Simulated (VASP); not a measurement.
A run of VASP 6.6.1 is set up as follows.

POSCAR

```
GaP
1.0
    0.0000000000      2.7253992985      2.7253992985
    2.7253992985      0.0000000000      2.7253992985
    2.7253992985      2.7253992985      0.0000000000
Ga P
1 1
Direct
    0.0000000000      0.0000000000      0.0000000000
    0.2500000000      0.2500000000      0.2500000000
```

INCAR.step1

```
SYSTEM = GaP
PREC = Accurate ; ENCUT = 520
ISMEAR = 0 ; SIGMA = 0.01
LREAL = .False. ; LASPH = .True.
NELM = 80 ; NBANDS = 16
GGA = PE ; ALGO = Normal
EDIFF = 1E-4 ; LWAVE = .True.
LCHARG = .False.
```

INCAR.step2

```
SYSTEM = GaP
PREC = Accurate ; ENCUT = 520
EDIFF = 1E-7 ; ISMEAR = 0
SIGMA = 0.01 ; LREAL = .False.
LASPH = .True. ; NELM = 80
ALGO = Normal ; ISIF = 2
LWAVE = .False. ; LCHARG = .True.
METAGGA = R2SCAN ; LMIXTAU = .True.
LELF = .True. ; LVHAR = .True.
NBANDS = 16 ; ISTART = 1
```

File KPOINTS:

```
Automatic mesh
0
Gamma
  4 4 4
  0 0 0
```

Potentials or basis: VASP PAW PBE potentials, release 64 (Ga_d, P).

The run is started by

```sh
$ cat potpaw_PBE.64/Ga_d/POTCAR potpaw_PBE.64/P/POTCAR > POTCAR
$ cp INCAR.step1 INCAR
$ mpirun -np 1 vasp_std > vasp.out
$ cp INCAR.step2 INCAR
$ mpirun -np 1 vasp_std > vasp.out
```

Problem. Estimate the band gap on the k mesh.

Solution. 1.88 eV (least direct gap 2.34 eV).

Problem. Estimate the pressure.

Solution. 0.4 GPa.

Caveat: the k points lie up to 0.50 Å⁻¹ apart; the PAW data sets were made with another functional, which shifts forces and pressure a little. A k mesh can miss the band edges.
